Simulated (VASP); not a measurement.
# TmI4 (Pm-3m) in VASP: single point with PBE

Aim: the single point of TmI4 with PBE.

Everything below comes from runs of VASP 6.6.1. Logs are shortened: lines on timing, memory, paths and dates and some standing lists are left out, and cuts for length are marked.

**1. The cell of the first run**

It takes space group Pm-3m (No. 221, cubic). The conventional cell has a = 6.257 Å, b = 6.257 Å, c = 6.257 Å, α = 90.00°, β = 90.00°, γ = 90.00°. Within 5.8 Å of Tm (site symmetry m-3m) lie 20 I at 4.42 to 5.42 Å. Within 4.1 Å of I (site symmetry 4/mmm) lie 2 I at 3.13 Å. Within 4.1 Å of I (site symmetry m-3m) lie 6 I at 3.13 Å.

The cell was generated, and may not be a known phase.

**2. Single point, PBE**

Input file INCAR:

```
  ALGO = Normal
  EDIFF = 1E-6
  ENCUT = 500
  GGA = PE
  GGA_COMPAT = F
  ISIF = 2
  ISMEAR = 0
  LASPH = T
  LCHARG = T
  LELF = T
  LMAXMIX = 6
  LREAL = F
  LVHAR = T
  LWAVE = F
  NBANDS = 26
  NELM = 200
  PREC = Accurate
  SIGMA = 0.2
```

Input file KPOINTS:

```
k-points
0
Gamma
  3 3 3
```

Input file POSCAR:

```
TmI4
1.0
    6.2566419500      0.0000000000      0.0000000000
    0.0000000000      6.2566419500      0.0000000000
    0.0000000000      0.0000000000      6.2566419500
Tm I
1 4
Direct
    0.5000000000      0.5000000000      0.5000000000
    0.5000000000      0.0000000000      0.0000000000
    0.0000000000      0.5000000000      0.0000000000
    0.0000000000      0.0000000000      0.5000000000
    0.0000000000      0.0000000000      0.0000000000
```

Potentials or basis: VASP PAW PBE potentials, release 64 (Tm_3, I), 4f in core.

Run with:

```console
$ cat potpaw_PBE.64/Tm_3/POTCAR potpaw_PBE.64/I/POTCAR > POTCAR
$ mpirun -np 1 vasp_std > vasp.out
```

OUTCAR:

```text
EDIFF = 1E-6
   ENCUT = 500
   GGA = PE
   ISIF = 2
   ISMEAR = 0
   LASPH = T
   LREAL = F
   NELM = 200
   PREC = Accurate

 ion  position               nearest neighbor table
   1  0.500  0.500  0.500-
   2  0.500  0.000  0.000-   5 3.13   5 3.13
   3  0.000  0.500  0.000-   5 3.13   5 3.13
   4  0.000  0.000  0.500-   5 3.13   5 3.13
   5  0.000  0.000  0.000-   2 3.13   3 3.13   4 3.13   4 3.13   3 3.13   2 3.13

  LATTYP: Found a simple cubic cell.
 ALAT       =     6.2566419500

  Lattice vectors:

 A1 = (   6.2566419500,   0.0000000000,   0.0000000000)
 A2 = (   0.0000000000,   6.2566419500,   0.0000000000)
 A3 = (   0.0000000000,   0.0000000000,   6.2566419500)

Analysis of symmetry for initial positions (statically):
=====================================================================
 Subroutine PRICEL returns:
 Original cell was already a primitive cell.

 Routine SETGRP: Setting up the symmetry group for a
 simple cubic supercell.

 Subroutine GETGRP returns: Found 48 space group operations
 (whereof 48 operations were pure point group operations)
 out of a pool of 48 trial point group operations.

The static configuration has the point symmetry O_h .

Analysis of symmetry for dynamics (positions and initial velocities):
=====================================================================
 Subroutine PRICEL returns:
 Original cell was already a primitive cell.

 Routine SETGRP: Setting up the symmetry group for a
 simple cubic supercell.

 Subroutine GETGRP returns: Found 48 space group operations
 (whereof 48 operations were pure point group operations)
 out of a pool of 48 trial point group operations.

The dynamic configuration has the point symmetry O_h .

 Subroutine INISYM returns: Found 48 space group operations
 (whereof 48 operations are pure point group operations),
 and found     1 'primitive' translations

----------------------------------------------------------------------------------------

                                     Primitive cell

  volume of cell :     244.9198

  direct lattice vectors                    reciprocal lattice vectors
     6.256641950  0.000000000  0.000000000     0.159830147  0.000000000  0.000000000
     0.000000000  6.256641950  0.000000000     0.000000000  0.159830147  0.000000000
     0.000000000  0.000000000  6.256641950     0.000000000  0.000000000  0.159830147

  length of vectors
     6.256641950  6.256641950  6.256641950     0.159830147  0.159830147  0.159830147

  position of ions in fractional coordinates (direct lattice)
     0.500000000  0.500000000  0.500000000
     0.500000000  0.000000000  0.000000000
     0.000000000  0.500000000  0.000000000
     0.000000000  0.000000000  0.500000000
     0.000000000  0.000000000  0.000000000

  ion indices of the primitive-cell ions
   primitive index   ion index
                 1           1
                 2           2
                 3           3
                 4           4
                 5           5

----------------------------------------------------------------------------------------

 KPOINTS: k-points

Automatic generation of k-mesh.
 Grid dimensions read from file:
 generate k-points for:    3    3    3

 Generating k-lattice:

  Cartesian coordinates                     Fractional coordinates (reciprocal lattice)
     0.053276716  0.000000000  0.000000000     0.333333333  0.000000000  0.000000000
     0.000000000  0.053276716  0.000000000     0.000000000  0.333333333  0.000000000
     0.000000000  0.000000000  0.053276716     0.000000000  0.000000000  0.333333333

  Length of vectors
     0.053276716  0.053276716  0.053276716

  Shift w.r.t. Gamma in fractional coordinates (k-lattice)
     0.000000000  0.000000000  0.000000000

 Subroutine IBZKPT returns following result:
 ===========================================

 Found      4 irreducible k-points:

 Following reciprocal coordinates:
            Coordinates               Weight
  0.000000  0.000000  0.000000      1.000000
  0.333333  0.000000  0.000000      6.000000
  0.333333  0.333333  0.000000     12.000000
  0.333333  0.333333  0.333333      8.000000
   k-points           NKPTS =      4   k-points in BZ     NKDIM =      4   number of bands    NBANDS=     26
   number of dos      NEDOS =    301   number of ions     NIONS =      5
   total plane-waves  NPLWV = 110592
   dimension x,y,z NGX =    48 NGY =   48 NGZ =   48
   dimension x,y,z NGXF=    96 NGYF=   96 NGZF=   96
   ions per type =               1   4
   NGX,Y,Z   is equivalent  to a cutoff of  12.75, 12.75, 12.75 a.u.
   NGXF,Y,Z  is equivalent  to a cutoff of  25.51, 25.51, 25.51 a.u.
 SYSTEM =  unknown system
   PREC   = accura    normal or accurate (medium, high low for compatibility)
   ISTART =      0    job   : 0-new  1-cont  2-samecut
   ICHARG =      2    charge: 1-file 2-atom 10-const
   ISPIN  =      1    spin polarized calculation?
   LNONCOLLINEAR =      F non collinear calculations
   LSORBIT =      F    spin-orbit coupling
   LASPH  =      T    aspherical Exc in radial PAW
   ENCUT  =  500.0 eV  36.75 Ry    6.06 a.u.  11.41 11.41 11.41*2*pi/ulx,y,z
   NELM   =    200;   NELMIN=  2; NELMDL= -5     # of ELM steps
   EDIFF  = 0.1E-05   stopping-criterion for ELM
   LREAL  =      F    real-space projection
   EDIFFG = 0.1E-04   stopping-criterion for IOM
   NSW    =      0    number of steps for IOM
   IBRION =     -1    ionic relax: 0-MD 1-quasi-New 2-CG
   NFREE  =      0    steps in history (QN), initial steepest desc. (CG)
   ISIF   =      2    stress and relaxation
   ISYM   =      2    0-nonsym 1-usesym 2-fastsym
   POTIM  = 0.5000    time-step for ionic-motion
   TEBEG  =    0.0;   TEEND  =   0.0 temperature during run
   PSTRESS=    0.0 pullay stress
   NELECT =      37.0000    total number of electrons
   NUPDOWN=      -1.0000    fix difference up-down
   EMIN   =  10.00;   EMAX   =-10.00  energy-range for DOS
   EFERMI =   0.00;   METHOD = LEGACY
   ISMEAR =     0;   SIGMA  =   0.20  broadening in eV -4-tet -1-fermi 0-gaus
   EFERMI_NEDOS =   21; number of points for ismear=-14 and -15
   IALGO  =     38    algorithm
   IMIX   =      4    mixing-type and parameters
     AMIX     =   0.40;   BMIX     =  1.00
     AMIX_MAG =   1.60;   BMIX_MAG =  1.00
  volume/ion in A,a.u.               =      48.98       330.56
  Fermi-wavevector in a.u.,A,eV,Ry     =   0.871902  1.647655 10.343316  0.760212
  Thomas-Fermi vector in A             =   1.991075
   LORBIT       =      0    0 simple, 1 ext, 2 COOP (PROOUT), +10 PAW based schemes
   GGA     = PE    functional components
   LHFCALC =     F    Hartree Fock is set to
   AEXX    =    0.0000 exact exchange contribution
   IVDW    =     0    specifies the selected vdW correction
   LEPSILON=     F    determine dielectric tensor
   LRPA    =     F    only Hartree local field effects (RPA)
 non-spin polarized calculation
 Gauss-broadening in eV      SIGMA  =   0.20
  energy-cutoff  :      500.00
  volume of cell :      244.92
 maximum number of plane-waves:      6236
 NGX is ok and might be reduce to    48
   NGX = 23   NGY = 23   NGZ = 23

 number of electron      36.9999997 magnetization

 Free energy of the ion-electron system (eV)
  ---------------------------------------------------
  ext. energy  EPLUGINS =         0.00000000
  ---------------------------------------------------
  free energy    TOTEN  =        -8.64603625 eV

  energy without entropy =       -8.53949485  energy(sigma->0) =       -8.59276555

 E-fermi :   2.1432     XC(G=0):  -7.5795

 val. band max:        1.9257572288   @ k =   0.3333   0.3333   0.3333
 cond. band min:       2.1834339788   @ k =   0.3333   0.3333   0.0000
 fundamental gap:      0.2576767500
 Fermi energy:         2.1432157221

 k-point     1 :       0.0000    0.0000    0.0000
  band No.  band energies     occupation
      1     -26.7586      2.00000
      2     -26.7586      2.00000
      3     -26.7586      2.00000
      4     -11.5464      2.00000
      5      -9.8035      2.00000
      6      -9.8035      2.00000
      7      -8.7736      2.00000
      8      -2.7370      2.00000
      9      -2.7370      2.00000
     10      -2.7370      2.00000
     11       0.3483      2.00000
     12       0.3483      2.00000
     13       0.3483      2.00000
     14       0.4190      2.00000
     15       0.4190      2.00000
     16       0.4190      2.00000
     17       1.0129      2.00000
     18       2.6304      0.00057
     19       2.6304      0.00057
     20       2.7521      0.00002
     21       2.7521      0.00002
     22       2.7521      0.00002
     23       4.1640      0.00000
     24       4.1640      0.00000
     25       4.1640      0.00000
     26       6.8334      0.00000

 k-point     2 :       0.3333    0.0000    0.0000
  band No.  band energies     occupation
      1     -26.7586      2.00000
      2     -26.7586      2.00000
      3     -26.7586      2.00000
      4     -11.4077      2.00000
      5      -9.9481      2.00000
      6      -9.8011      2.00000
      7      -8.9801      2.00000
      8      -2.6719      2.00000
      9      -2.6719      2.00000
     10      -1.5537      2.00000
     11      -0.1567      2.00000
     12       0.1530      2.00000
     13       0.1530      2.00000
     14       0.2208      2.00000
     15       0.3336      2.00000
     16       0.3336      2.00000
     17       1.7802      1.98973
     18       2.2381      0.50218
     19       2.7730      0.00001
     20       2.8035      0.00000
     21       2.9310      0.00000
     22       3.0216      0.00000
     23       3.0216      0.00000
     24       4.1724      0.00000
     25       4.1724      0.00000
     26       5.0155      0.00000

 k-point     3 :       0.3333    0.3333    0.0000
  band No.  band energies     occupation
      1     -26.7586      2.00000
      2     -26.7586      2.00000
      3     -26.7586      2.00000
      4     -11.2483      2.00000
      5      -9.9598      2.00000
      6      -9.9134      2.00000
      7      -9.2236      2.00000
      8      -2.6024      2.00000
      9      -1.4428      2.00000
     10      -1.4396      2.00000
     11      -0.7339      2.00000
     12       0.1094      2.00000
     13       0.1095      2.00000
     14       0.1480      2.00000
     15       0.2421      2.00000
     16       0.7568      2.00000
     17       1.8775      1.93977
     18       1.8956      1.91998
     19       2.1834      0.77611
     20       2.8999      0.00000
     21       2.9671      0.00000
     22       3.0087      0.00000
     23       3.0403      0.00000
     24       3.0575      0.00000
     25       4.1534      0.00000
     26       5.2115      0.00000

 k-point     4 :       0.3333    0.3333    0.3333
  band No.  band energies     occupation
      1     -26.7586      2.00000
      2     -26.7586      2.00000
      3     -26.7586      2.00000
      4     -11.0551      2.00000
      5      -9.9571      2.00000
      6      -9.9571      2.00000
      7      -9.5824      2.00000
      8      -1.3361      2.00000
      9      -1.3361      2.00000
     10      -1.3139      2.00000
     11      -0.6137      2.00000
     12      -0.5090      2.00000
     13      -0.5090      2.00000
     14       0.7255      2.00000
     15       0.7255      2.00000
     16       0.8260      2.00000
     17       1.7300      1.99652
     18       1.8453      1.96485
     19       1.8453      1.96485
     20       1.9258      1.87587
     21       2.8413      0.00000
     22       2.8413      0.00000
     23       2.9591      0.00000
     24       3.0490      0.00000
     25       3.0490      0.00000
     26       5.2745      0.00000

------------------------ aborting loop because EDIFF is reached ----------------------------------------

  FORCE on cell =-STRESS in cart. coord.  units (eV):
  Direction    XX          YY          ZZ          XY          YZ          ZX
  --------------------------------------------------------------------------------------
  -------------------------------------------------------------------------------------
  Total       -0.0870351     -0.0870351     -0.0870351     -0.0000000      0.0000000     -0.0000000
  in kB       -0.5693521     -0.5693521     -0.5693521     -0.0000000      0.0000000     -0.0000000
  external PRESSURE =      -0.5693521 kB  Pullay stress =       0.0000000 kB

 VOLUME and BASIS-vectors are now :
 -----------------------------------------------------------------------------
  energy-cutoff  :      500.00
  volume of cell :      244.92
      direct lattice vectors                 reciprocal lattice vectors
     6.256641950  0.000000000  0.000000000     0.159830147  0.000000000  0.000000000
     0.000000000  6.256641950  0.000000000     0.000000000  0.159830147  0.000000000
     0.000000000  0.000000000  6.256641950     0.000000000  0.000000000  0.159830147

 POSITION                                       TOTAL-FORCE (eV/Angst)
 -----------------------------------------------------------------------------------
      3.12832      3.12832      3.12832         0.000000      0.000000      0.000000
      3.12832      0.00000      0.00000         0.000000      0.000000      0.000000
      0.00000      3.12832      0.00000         0.000000      0.000000      0.000000
      0.00000      0.00000      3.12832         0.000000      0.000000      0.000000
      0.00000      0.00000      0.00000         0.000000      0.000000      0.000000
 -----------------------------------------------------------------------------------
    total drift:                                0.000000     -0.000000      0.000000

  FREE ENERGIE OF THE ION-ELECTRON SYSTEM (eV)
  ---------------------------------------------------
  free  energy   TOTEN  =        -8.6460362540 eV

  energy  without entropy=       -8.5394948494  energy(sigma->0) =       -8.59276555
```

It took 36 s on 1 thread of AMD EPYC 9R45 (Zen 5), shared host; peak memory 0.28 GiB.

Results:

| Item | Value |
| --- | --- |
| Free energy | -8.6460 eV |
| Pressure | -0.1 GPa |
| Band gap on the k mesh | zero (an odd number of electrons rules out a gap without spin polarisation) |

Caveat: spin-orbit coupling is left out, which moves the levels of the heavy elements; the 4f electrons are frozen in the core, so they carry no moment and show no levels; an odd number of electrons without spin polarisation forces a metal; a magnetic or distorted state may lie lower; the run has no spin polarisation, though such a crystal can be magnetic. Spin polarisation is off, so any magnetic state and its effect on volume and gap are missing.

The gap in the log of VASP goes by the Fermi energy; the results here count the filled bands.